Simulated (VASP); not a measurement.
A run of VASP 6.6.1 is set up as follows.

The input INCAR:

```
SYSTEM = Pb
PREC = Accurate
ENCUT = 500
EDIFF = 1E-6
ISMEAR = -1
SIGMA = 0.05
LREAL = .False.
LASPH = .True.
NELM = 120
ALGO = Normal
ISIF = 2
LWAVE = .False.
LCHARG = .False.
GGA = PE
NBANDS = 13
GGA_COMPAT = .False.
```

KPOINTS

```
Automatic mesh
0
Gamma
  15 15 15
  0 0 0
```

File POSCAR:

```
Pb
1.0
    0.0000000000      2.2324143604      2.2324143604
    2.2324143604      0.0000000000      2.2324143604
    2.2324143604      2.2324143604      0.0000000000
Pb
1
Direct
    0.0000000000      0.0000000000      0.0000000000
```

Potentials or basis: VASP PAW PBE potentials, release 64 (Pb_d).

The run is started by

```sh
$ cat potpaw_PBE.64/Pb_d/POTCAR > POTCAR
$ mpirun -np 1 vasp_std > vasp.out
```

Task: Predict the band gap on the k mesh.

Result: Zero (bands 7 and 8 overlap by 11.95 eV).

Task: What does it give for the pressure?

Result: 34.8 GPa.

Caveat: the cell stands under pressure; spin-orbit coupling is left out, which moves the levels of the heavy elements.
